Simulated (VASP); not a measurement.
Wanted: the native input for a VASP 6.6.1 run.

```
Task                   : single point
Functional             : r2SCAN
Potentials or basis    : VASP PAW PBE potentials, release 64 (Ag)
Cutoff                 : 520 eV
k mesh                 : 18 × 18 × 10
Occupations            : fermi-dirac, width 0.1 eV
Spin                   : no spin polarisation
Dipole correction      : no
Further INCAR settings : ALGO = Normal; EDIFF = 1e-06; NBANDS = 18
```

The system is Ag.

```xyz
2
Lattice="2.8462 0.0000 0.0000 -1.4231 2.4649 0.0000 0.0000 0.0000 4.6620" Properties=species:S:1:pos:R:3 pbc="T T T"
Ag    0.0000    1.6433    1.1655
Ag    1.4231    0.8216    3.4965
```

The input as run:

POSCAR

```
Ag
1.0
    2.8462358990      0.0000000000      0.0000000000
   -1.4231179495      2.4649125937      0.0000000000
    0.0000000000      0.0000000000      4.6619689254
Ag
2
Direct
    0.3333333333      0.6666666667      0.2500000000
    0.6666666667      0.3333333333      0.7500000000
```

INCAR.step1

```
SYSTEM = Ag
  PREC = Accurate
  ENCUT = 520
  ISMEAR = -1
  SIGMA = 0.1
  LREAL = .FALSE.
  LASPH = .TRUE.
  NELM = 100
  NBANDS = 18
  GGA = PE
  ALGO = Normal
  EDIFF = 1E-4
  LWAVE = .TRUE.
  LCHARG = .FALSE.
```

INCAR.step2

```
SYSTEM = Ag
  PREC = Accurate
  ENCUT = 520
  EDIFF = 1E-6
  ISMEAR = -1
  SIGMA = 0.1
  LREAL = .FALSE.
  LASPH = .TRUE.
  NELM = 100
  ALGO = Normal
  ISIF = 2
  LWAVE = .FALSE.
  LCHARG = .TRUE.
  METAGGA = R2SCAN
  LMIXTAU = .TRUE.
  LELF = .TRUE.
  LVHAR = .TRUE.
  NBANDS = 18
  ISTART = 1
```

KPOINTS

```
Automatic mesh
0
G
  18 18 10
  0 0 0
```

Potentials or basis: VASP PAW PBE potentials, release 64 (Ag).

Command:

```console
$ cat potpaw_PBE.64/Ag/POTCAR > POTCAR
$ cp INCAR.step1 INCAR
$ mpirun -np 1 vasp_std > vasp.out
$ cp INCAR.step2 INCAR
$ mpirun -np 1 vasp_std > vasp.out
```

Results of the run:

```
Pressure               : 7.2 GPa
Band gap on the k mesh : zero (band 11 reaches 13.41 eV, above the bottom of band 12 at 5.23 eV)
```

Caveat: the PAW data sets were made with another functional, which shifts forces and pressure a little.

Wall time 3.9 min on 1 thread of Intel Xeon 6975P-C, with other jobs on the host, peak memory 0.24 GiB.
